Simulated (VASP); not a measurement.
## YS: single point with LDA

The system is YS.

```xyz
2
Lattice="3.7796 0.0000 0.0000 1.8898 3.2732 0.0000 1.8898 1.0911 3.0860" Properties=species:S:1:pos:R:3 pbc="T T T"
Y     3.7796    2.1821    1.5430
S     0.0000    0.0000    0.0000
```

```
Program             : VASP 6.6.1
Task                : single point
Functional          : LDA
Potentials or basis : VASP PAW LDA potentials, release 64 (Y_sv, S)
Cutoff              : 520 eV
k mesh              : 8 × 8 × 8
Occupations         : methfessel-paxton, width 0.05 eV
Spin                : no spin polarisation
```

```
Pressure               : 5.1 GPa
Band gap on the k mesh : zero (an odd number of electrons rules out a gap without spin polarisation)
```

Levels at points of the mesh, in eV from the Fermi level:
```csv
k point,band 6,band 7,band 8,band 9,band 10,band 11,band 12,band 13
"(0.00, 0.00, 0.00)",-3.27,-3.27,-3.27,-0.25,-0.25,-0.25,0.68,0.68
"(0.50, 0.00, 0.00)",-7.34,-5.40,-5.40,2.28,3.06,3.09,3.09,6.26
"(0.50, 0.50, 0.00)",-5.42,-3.98,-3.98,-2.58,2.06,3.70,4.24,4.24
```

Run time: 21 s on 1 thread of Intel Xeon 8259CL (shared host), peak memory 0.16 GiB.

Caveat: the cell stands under pressure.
